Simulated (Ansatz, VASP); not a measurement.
**One calculation of Ge, two programs**

Contents of POSCAR:

```
Ge
1.0
    1.3761917650     -2.5615082600      0.0000000000
    1.3761917650      2.5615082600      0.0000000000
    0.0000000000      0.0000000000      2.6577575350
Ge
1
Direct
    0.5000000000      0.5000000000      0.0000000000
```

Contents of INCAR.step1:

```
PREC     = Accurate       # precision mode
ENCUT    = 520            # plane-wave cutoff, eV
ISMEAR   = 0              # smearing method
SIGMA    = 0.15           # smearing width, eV
LREAL    = F              # projectors in reciprocal space
LASPH    = T              # aspherical terms in the spheres
NELM     = 80             # most SCF steps
NBANDS   = 13             # bands
GGA      = PE             # functional
ALGO     = Normal         # electronic algorithm
EDIFF    = 1E-4           # SCF threshold, eV
LWAVE    = T              # write WAVECAR
LCHARG   = F              # write CHGCAR
```

Contents of INCAR.step2:

```
PREC     = Accurate       # precision mode
ENCUT    = 520            # plane-wave cutoff, eV
EDIFF    = 1E-6           # SCF threshold, eV
ISMEAR   = 0              # smearing method
SIGMA    = 0.15           # smearing width, eV
LREAL    = F              # projectors in reciprocal space
LASPH    = T              # aspherical terms in the spheres
NELM     = 80             # most SCF steps
ALGO     = Normal         # electronic algorithm
ISIF     = 2              # what is computed and relaxed
LWAVE    = F              # write WAVECAR
LCHARG   = F              # write CHGCAR
METAGGA  = R2SCAN         # meta-GGA
LMIXTAU  = T            
NBANDS   = 13             # bands
ISTART   = 1
```

File KPOINTS:

```
Automatic mesh
0
Gamma
  20 20 18
```

Input for Ansatz:

```yaml
crystal:
  lattice:
    - [1.376191765, -2.56150826, 0.0]
    - [1.376191765, 2.56150826, 0.0]
    - [0.0, 0.0, 2.657757535]
  atoms:
    - { symbol: Ge, position: [0.5, 0.5, 0.0] }
basis:
  ecutwfc: 500
kpoints:
  mp_grid: { grid: [20, 20, 18] }
hamiltonian:
  xc: r2scan
scf:
  occupations: { method: gaussian, width: 0.15 }
output:
  forces: true
  stress: true
  eigenvalues: true
```

Change from the starting cell: strain -0.015 along x and y, -0.015 along z, atoms carried along.

Alike in both runs: task single point; functional r2SCAN; k mesh 20 × 20 × 18; occupations gaussian, width 0.15 eV; no spin polarisation.

|  | VASP | Ansatz |
| --- | --- | --- |
| version | VASP 6.6.1 | Ansatz 0.2.0 |
| potentials or method | VASP PAW PBE potentials, release 64 (Ge_d), cutoff 520 eV | scalar-relativistic, plane waves, PAW |
| valence electrons in the cell | 14 | 14 |

|  | VASP | Ansatz | Ansatz less VASP |
| --- | --- | --- | --- |
| gap on the k mesh at the Fermi level (eV) | none | none | - |
| pressure (GPa) | -0.3 | 0.0 | +0.24 |
| traceless stress, the component that is largest in VASP (GPa) | 1.09 | 1.11 | +0.014 |

VASP's potentials were made for PBE, not for r2SCAN. A gap of «none» marks a metal or a gap that the smearing closes. The functional is the same, so the differences come from potentials, cutoffs and numerics.
